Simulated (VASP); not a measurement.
Crystal: Au.

```xyz
4
Lattice="4.5881 0.0000 0.0000 -2.2941 3.9734 0.0000 0.0000 0.0000 5.1306" Properties=species:S:1:pos:R:3 pbc="T T T"
Au    0.0000    0.0000    1.2826
Au    0.0000    0.0000    3.8479
Au    0.0000    2.6489    3.8479
Au    2.2941    1.3245    1.2826
```

This isn't the form of Au at room conditions, which is fcc.

* Program: VASP 6.6.1
* Task: relaxation of cell and atoms
* Functional: r2SCAN
* Potentials or basis: VASP PAW PBE potentials, release 64 (Au)
* Cutoff: 600 eV
* k mesh: 6 × 6 × 4
* Occupations: gaussian, width 0.1 eV
* Spin: no spin polarisation

At the start: pressure 0.8 GPa; volume 23.38 Å³/atom.

Task: Where does the relaxation end?

Result: Over 3 steps the energy falls by 4.5 meV/atom and the volume is 23.64 Å³/atom (+1.1 %); space group P6_3/mmc (No. 194, to 0.1 Å) before and after.

The path:
```
step  energy change (eV)  largest force (eV/Å)  pressure (GPa)  volume (Å³)
   1              0.0000                0.0000            0.82        93.53
   2             -0.0129                0.0000           -0.49        95.13
   3             -0.0182                0.0000           -0.08        94.55
```

Final structure:
```
Au
1.0
     4.57542    0.00000    0.00000
    -2.28771    3.96243    0.00000
     0.00000    0.00000    5.21546
Au
4
Cartesian
  0.0000 0.0000 1.3039
  0.0000 0.0000 3.9116
  0.0000 2.6416 3.9116
  2.2877 1.3208 1.3039
```

Caveat: the PAW data sets were made with another functional, which shifts forces and pressure a little.
